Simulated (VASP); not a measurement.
# NbAs (Fm-3m) in VASP: further runs

Runs on NbAs. Level: PBE. Tasks: single point.

Everything below comes from runs of VASP 6.6.1. Logs are shortened: lines on timing, memory, paths and dates and some standing lists are left out, and cuts for length are marked.

### Step 1. The cell of the first run

It takes space group Fm-3m (No. 225, cubic). Conventional cell: a = 5.206 Å, b = 5.206 Å, c = 5.206 Å, α = 90.00°, β = 90.00°, γ = 90.00°. Nb (site symmetry m-3m) has 6 As at 2.60 Å within 3.4 Å. As (site symmetry m-3m) has 6 Nb at 2.60 Å within 3.4 Å.

### Step 2. Single point, PBE

Input file INCAR:

```
SYSTEM = NbAs
PREC = Accurate ; ENCUT = 520
EDIFF = 1E-7 ; ISMEAR = 0
SIGMA = 0.05 ; LREAL = .False.
LASPH = .True. ; NELM = 60
ALGO = Normal ; ISIF = 2
LWAVE = .False. ; LCHARG = .False.
GGA = PE ; NBANDS = 16
```

Input file KPOINTS:

```
Automatic mesh
0
Gamma
  6 6 6
  0 0 0
```

Input file POSCAR:

```
NbAs
1.0
    0.0000000000      2.6031519958      2.6031519958
    2.6031519958      0.0000000000      2.6031519958
    2.6031519958      2.6031519958      0.0000000000
Nb As
1 1
Direct
    0.5000000000      0.5000000000      0.5000000000
    0.0000000000      0.0000000000      0.0000000000
```

Potentials or basis: VASP PAW PBE potentials, release 64 (Nb_sv, As).

Command:

```console
cat potpaw_PBE.64/Nb_sv/POTCAR potpaw_PBE.64/As/POTCAR > POTCAR
mpirun -np 1 vasp_std > vasp.out
```

OUTCAR:

```text
SYSTEM = NbAs
   PREC = Accurate
   ENCUT = 520
   EDIFF = 1E-7
   ISMEAR = 0
   LREAL = .False.
   LASPH = .True.
   NELM = 60
   ISIF = 2
   GGA = PE

 ion  position               nearest neighbor table
   1  0.500  0.500  0.500-   2 2.60   2 2.60   2 2.60   2 2.60   2 2.60   2 2.60
   2  0.000  0.000  0.000-   1 2.60   1 2.60   1 2.60   1 2.60   1 2.60   1 2.60

  LATTYP: Found a face centered cubic cell.
 ALAT       =     5.2063039916

  Lattice vectors:

 A1 = (   0.0000000000,   2.6031519958,   2.6031519958)
 A2 = (   2.6031519958,   0.0000000000,   2.6031519958)
 A3 = (   2.6031519958,   2.6031519958,   0.0000000000)

Analysis of symmetry for initial positions (statically):
=====================================================================
 Subroutine PRICEL returns:
 Original cell was already a primitive cell.

 Routine SETGRP: Setting up the symmetry group for a
 face centered cubic supercell.

 Subroutine GETGRP returns: Found 48 space group operations
 (whereof 48 operations were pure point group operations)
 out of a pool of 48 trial point group operations.

The static configuration has the point symmetry O_h .

Analysis of symmetry for dynamics (positions and initial velocities):
=====================================================================
 Subroutine PRICEL returns:
 Original cell was already a primitive cell.

 Routine SETGRP: Setting up the symmetry group for a
 face centered cubic supercell.

 Subroutine GETGRP returns: Found 48 space group operations
 (whereof 48 operations were pure point group operations)
 out of a pool of 48 trial point group operations.

The dynamic configuration has the point symmetry O_h .

 Subroutine INISYM returns: Found 48 space group operations
 (whereof 48 operations are pure point group operations),
 and found     1 'primitive' translations

----------------------------------------------------------------------------------------

                                     Primitive cell

  volume of cell :      35.2800

  direct lattice vectors                    reciprocal lattice vectors
     0.000000000  2.603151996  2.603151996    -0.192074839  0.192074839  0.192074839
     2.603151996  0.000000000  2.603151996     0.192074839 -0.192074839  0.192074839
     2.603151996  2.603151996  0.000000000     0.192074839  0.192074839 -0.192074839

  length of vectors
     3.681412857  3.681412857  3.681412857     0.332683380  0.332683380  0.332683380

  position of ions in fractional coordinates (direct lattice)
     0.500000000  0.500000000  0.500000000
     0.000000000  0.000000000  0.000000000

  ion indices of the primitive-cell ions
   primitive index   ion index
                 1           1
                 2           2

----------------------------------------------------------------------------------------

 KPOINTS: Automatic mesh

Automatic generation of k-mesh.
 Grid dimensions read from file:
 generate k-points for:    6    6    6

 Generating k-lattice:

  Cartesian coordinates                     Fractional coordinates (reciprocal lattice)
    -0.032012473  0.032012473  0.032012473     0.166666667  0.000000000  0.000000000
     0.032012473 -0.032012473  0.032012473     0.000000000  0.166666667  0.000000000
     0.032012473  0.032012473 -0.032012473     0.000000000  0.000000000  0.166666667

  Length of vectors
     0.055447230  0.055447230  0.055447230

  Shift w.r.t. Gamma in fractional coordinates (k-lattice)
     0.000000000  0.000000000  0.000000000

 Subroutine IBZKPT returns following result:
 ===========================================

 Found     16 irreducible k-points:

 Following reciprocal coordinates:
            Coordinates               Weight
  0.000000  0.000000  0.000000      1.000000
  0.166667  0.000000  0.000000      8.000000
  0.333333  0.000000  0.000000      8.000000
  0.500000  0.000000  0.000000      4.000000
  0.166667  0.166667  0.000000      6.000000
  0.333333  0.166667  0.000000     24.000000
[... 8 lines left out ...]
 -0.333333  0.333333  0.166667     24.000000
 -0.333333  0.500000  0.166667     12.000000
   k-points           NKPTS =     16   k-points in BZ     NKDIM =     16   number of bands    NBANDS=     16
   number of dos      NEDOS =    301   number of ions     NIONS =      2
   total plane-waves  NPLWV =  21952
   dimension x,y,z NGX =    28 NGY =   28 NGZ =   28
   dimension x,y,z NGXF=    56 NGYF=   56 NGZF=   56
   ions per type =               1   1
   NGX,Y,Z   is equivalent  to a cutoff of  12.64, 12.64, 12.64 a.u.
   NGXF,Y,Z  is equivalent  to a cutoff of  25.29, 25.29, 25.29 a.u.
 SYSTEM =  NbAs
   PREC   = accura    normal or accurate (medium, high low for compatibility)
   ISTART =      0    job   : 0-new  1-cont  2-samecut
   ICHARG =      2    charge: 1-file 2-atom 10-const
   ISPIN  =      1    spin polarized calculation?
   LNONCOLLINEAR =      F non collinear calculations
   LSORBIT =      F    spin-orbit coupling
   LASPH  =      T    aspherical Exc in radial PAW
   ENCUT  =  520.0 eV  38.22 Ry    6.18 a.u.   6.84  6.84  6.84*2*pi/ulx,y,z
   NELM   =     60;   NELMIN=  2; NELMDL= -5     # of ELM steps
   EDIFF  = 0.1E-06   stopping-criterion for ELM
   LREAL  =      F    real-space projection
   EDIFFG = 0.1E-05   stopping-criterion for IOM
   NSW    =      0    number of steps for IOM
   IBRION =     -1    ionic relax: 0-MD 1-quasi-New 2-CG
   NFREE  =      0    steps in history (QN), initial steepest desc. (CG)
   ISIF   =      2    stress and relaxation
   ISYM   =      2    0-nonsym 1-usesym 2-fastsym
   POTIM  = 0.5000    time-step for ionic-motion
   TEBEG  =    0.0;   TEEND  =   0.0 temperature during run
   PSTRESS=    0.0 pullay stress
   NELECT =      18.0000    total number of electrons
   NUPDOWN=      -1.0000    fix difference up-down
   EMIN   =  10.00;   EMAX   =-10.00  energy-range for DOS
   EFERMI =   0.00;   METHOD = LEGACY
   ISMEAR =     0;   SIGMA  =   0.05  broadening in eV -4-tet -1-fermi 0-gaus
   EFERMI_NEDOS =   21; number of points for ismear=-14 and -15
   IALGO  =     38    algorithm
   IMIX   =      4    mixing-type and parameters
     AMIX     =   0.40;   BMIX     =  1.00
     AMIX_MAG =   1.60;   BMIX_MAG =  1.00
  volume/ion in A,a.u.               =      17.64       119.04
  Fermi-wavevector in a.u.,A,eV,Ry     =   1.308146  2.472037 23.282906  1.711245
  Thomas-Fermi vector in A             =   2.438832
   LORBIT       =      0    0 simple, 1 ext, 2 COOP (PROOUT), +10 PAW based schemes
   GGA     = PE    functional components
   LHFCALC =     F    Hartree Fock is set to
   AEXX    =    0.0000 exact exchange contribution
   IVDW    =     0    specifies the selected vdW correction
   LEPSILON=     F    determine dielectric tensor
   LRPA    =     F    only Hartree local field effects (RPA)
 non-spin polarized calculation
 Gauss-broadening in eV      SIGMA  =   0.05
  energy-cutoff  :      520.00
  volume of cell :       35.28
 maximum number of plane-waves:       960
   NGX = 13   NGY = 13   NGZ = 13

 number of electron      18.0000001 magnetization

 Free energy of the ion-electron system (eV)
  ---------------------------------------------------
  ext. energy  EPLUGINS =         0.00000000
  ---------------------------------------------------
  free energy    TOTEN  =       -15.29010727 eV

  energy without entropy =      -15.28478516  energy(sigma->0) =      -15.28744622

 E-fermi :  10.1886     XC(G=0): -11.7510

 val. band max:       10.1516056611   @ k =  -0.1667   0.1667   0.0000
 cond. band min:      10.2026521798   @ k =  -0.3333   0.1667   0.0000
 fundamental gap:      0.0510465187
 Fermi energy:        10.1885805990

 k-point     1 :       0.0000    0.0000    0.0000
  band No.  band energies     occupation
      1     -45.5497      2.00000
      2     -21.5934      2.00000
      3     -21.5934      2.00000
      4     -21.5934      2.00000
      5      -3.4824      2.00000
      6       8.6104      2.00000
[... 8 lines left out ...]
     15      17.7141      0.00000
     16      23.5418      0.00000

 k-point     2 :       0.1667    0.0000    0.0000
  band No.  band energies     occupation
      1     -45.5459      2.00000
      2     -21.6451      2.00000
      3     -21.5971      2.00000
      4     -21.5971      2.00000
      5      -3.0437      2.00000
      6       6.9213      2.00000
[... 8 lines left out ...]
     15      18.4245      0.00000
     16      21.8139      0.00000

 k-point     3 :       0.3333    0.0000    0.0000
  band No.  band energies     occupation
      1     -45.5384      2.00000
      2     -21.7464      2.00000
      3     -21.6045      2.00000
      4     -21.6045      2.00000
      5      -1.9312      2.00000
      6       4.3919      2.00000
[... 8 lines left out ...]
     15      18.9895      0.00000
     16      18.9895      0.00000

 k-point     4 :       0.5000    0.0000    0.0000
  band No.  band energies     occupation
      1     -45.5346      2.00000
      2     -21.7961      2.00000
      3     -21.6082      2.00000
      4     -21.6082      2.00000
      5      -1.1029      2.00000
      6       3.0734      2.00000
[... 8 lines left out ...]
     15      17.2324      0.00000
     16      17.2324      0.00000
[... 172 lines left out ...]
 k-point    14 :       0.5000    0.3333    0.1667
  band No.  band energies     occupation
      1     -45.5330      2.00000
      2     -21.7357      2.00000
      3     -21.6680      2.00000
      4     -21.6283      2.00000
      5      -1.6668      2.00000
      6       4.4378      2.00000
[... 8 lines left out ...]
     15      18.5267      0.00000
     16      19.0323      0.00000

 k-point    15 :      -0.3333    0.3333    0.1667
  band No.  band energies     occupation
      1     -45.5304      2.00000
      2     -21.7433      2.00000
      3     -21.6868      2.00000
      4     -21.6401      2.00000
      5      -1.3888      2.00000
      6       4.4262      2.00000
[... 8 lines left out ...]
     15      19.4365      0.00000
     16      20.4238      0.00000

 k-point    16 :      -0.3333    0.5000    0.1667
  band No.  band energies     occupation
      1     -45.5290      2.00000
      2     -21.7381      2.00000
      3     -21.6874      2.00000
      4     -21.6633      2.00000
      5      -1.5904      2.00000
      6       5.2718      2.00000
[... 8 lines left out ...]
     15      19.9021      0.00000
     16      20.1886      0.00000

------------------------ aborting loop because EDIFF is reached ----------------------------------------

  FORCE on cell =-STRESS in cart. coord.  units (eV):
  Direction    XX          YY          ZZ          XY          YZ          ZX
  --------------------------------------------------------------------------------------
  -------------------------------------------------------------------------------------
  Total        1.4415262      1.4415262      1.4415262      0.0000000     -0.0000000      0.0000000
  in kB       65.4643008     65.4643008     65.4643008      0.0000000     -0.0000000      0.0000000
  external PRESSURE =      65.4643008 kB  Pullay stress =       0.0000000 kB

 VOLUME and BASIS-vectors are now :
 -----------------------------------------------------------------------------
  energy-cutoff  :      520.00
  volume of cell :       35.28
      direct lattice vectors                 reciprocal lattice vectors
     0.000000000  2.603151996  2.603151996    -0.192074839  0.192074839  0.192074839
     2.603151996  0.000000000  2.603151996     0.192074839 -0.192074839  0.192074839
     2.603151996  2.603151996  0.000000000     0.192074839  0.192074839 -0.192074839

 POSITION                                       TOTAL-FORCE (eV/Angst)
 -----------------------------------------------------------------------------------
      2.60315      2.60315      2.60315         0.000000      0.000000      0.000000
      0.00000      0.00000      0.00000         0.000000     -0.000000     -0.000000
 -----------------------------------------------------------------------------------
    total drift:                                0.000000      0.000000      0.000000

  FREE ENERGIE OF THE ION-ELECTRON SYSTEM (eV)
  ---------------------------------------------------
  free  energy   TOTEN  =       -15.2901072726 eV

  energy  without entropy=      -15.2847851619  energy(sigma->0) =      -15.28744622
```

Wall time 6.8 s (1 thread of Intel Xeon 6975P-C (Granite Rapids), shared host); peak memory 0.15 GiB.

What came out:

```yaml
Free_energy: -15.2901 eV
Pressure: 6.5 GPa
Band_gap_on_the_k_mesh: zero (band 9 reaches 10.83 eV, above the bottom of band 10 at 9.12 eV)
```

### Step 3. Single point, PBE

This run uses another cell than the first one, of 18.40 Å³/atom, 1.043 times its volume.

Input file INCAR:

```
SYSTEM = NbAs
ALGO = Normal
EDIFF = 1E-6
ENCUT = 520
GGA = PE
ISIF = 2
ISMEAR = 0
LASPH = .TRUE.
LCHARG = .FALSE.
LREAL = .FALSE.
LWAVE = .FALSE.
NBANDS = 16
NELM = 100
PREC = Accurate
SIGMA = 0.05
```

Input file KPOINTS:

```
k-points
0
G
  6 6 6
  0 0 0
```

Input file POSCAR:

```
NbAs
1.0
    0.0000000000      2.6402434826      2.6402434826
    2.6402434826      0.0000000000      2.6402434826
    2.6402434826      2.6402434826      0.0000000000
Nb As
1 1
Direct
    0.5000000000      0.5000000000      0.5000000000
    0.0000000000      0.0000000000      0.0000000000
```

Potentials or basis: VASP PAW PBE potentials, release 64 (Nb_sv, As).

Command:

```console
cat potpaw_PBE.64/Nb_sv/POTCAR potpaw_PBE.64/As/POTCAR > POTCAR
mpirun -np 1 vasp_std > vasp.out
```

Wall time 10 s (1 thread of Intel Xeon 6975P-C (Granite Rapids), shared host); peak memory 0.15 GiB.

The run converged. Its results:

* Free energy: -15.3205 eV
* Pressure: 0.0 GPa
* Band gap on the k mesh: zero (band 9 reaches 10.23 eV, above the bottom of band 10 at 8.63 eV)

Levels at points of the mesh, in eV from the Fermi level:
| k point | band 7 | band 8 | band 9 | band 10 | band 11 | band 12 |
| --- | --- | --- | --- | --- | --- | --- |
| (0.00, 0.00, 0.00) | -1.47 | -1.47 | -0.89 | -0.89 | -0.13 | -0.13 |
| (0.50, 0.00, 0.00) | -4.32 | -4.32 | 0.60 | 0.60 | 1.46 | 3.21 |
| (0.50, 0.50, 0.00) | -3.21 | -2.00 | -2.00 | 0.04 | 1.25 | 1.25 |
